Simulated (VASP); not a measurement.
Crystal: CdSe.

```
CELL_PARAMETERS angstrom
0.00000 2.81529 2.81529
2.81529 0.00000 2.81529
2.81529 2.81529 0.00000
ATOMIC_POSITIONS crystal
Cd 0.00000 0.00000 0.00000
Se 0.50000 0.50000 0.50000
```

Base run:

- Program: VASP 6.6.1
- Functional: PBEsol
- Potentials or basis: VASP PAW PBE potentials, release 64 (Cd, Se)
- Cutoff: 520 eV
- k mesh: 8 × 8 × 8
- Occupations: fermi-dirac, width 0.05 eV
- Spin: no spin polarisation

Its results: band gap on the k mesh zero (band 9 reaches 2.69 eV, above the bottom of band 10 at 2.14 eV); pressure 0.4 GPa.

The run is repeated on the same cell with these changes: functional from PBEsol to PBE. What comes out?

Band gap on the k mesh zero (band 9 reaches 2.82 eV, above the bottom of band 10 at 2.36 eV); pressure 4.3 GPa.

PBE binds less tightly than PBEsol, so the same cell stands under more pressure.

Caveats: the PAW data sets were made with another functional, which shifts forces and pressure a little (some runs).
